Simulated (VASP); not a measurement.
Runs of VASP 6.6.1 on Ti. The structure is that of space group Im-3m (No. 229), or close to it. The cells are those of the table. This isn't the form of Ti at room conditions, which is hcp.

```tsv
fixed moment (μB)	cell	pressure (GPa)	moment (μB)
0.2	a = 2.639 Å, angles 109.5°, 1 atom	28.7	0.20
0.8	a = 2.819 Å, angles 109.5°, 1 atom	1.3	0.80
0.3	a = 2.639 Å, angles 109.5°, 1 atom	28.9	0.30
0.4	a = 2.902 Å, angles 109.5°, 1 atom	-7.6	0.40
0.5	a = 2.639 Å, angles 109.5°, 1 atom	(c)	0.50
0.5	a = 2.819 Å, angles 109.5°, 1 atom	(a)	0.50
0.9	a = 2.639 Å, angles 109.5°, 1 atom	(b)	0.90
0.2	a = 2.902 Å, angles 109.5°, 1 atom	-7.9	0.20
```

Alike in all rows: task single point; level PBE; potentials or basis VASP PAW PBE potentials, release 64 (Ti_sv); spin collinear; k mesh 22 × 22 × 22; cutoff (eV) 520; smearing gaussian 0.15 eV.

**Question.** Fill in the values left out.

**Answer.** (a) 0.5; (b) 32.3; (c) 29.7.

Caveats: the total moment is fixed, so each spin has its own Fermi level and the state may be an excited one; the cell stands under pressure (at least some runs); the cell stands under tension (at least some runs).
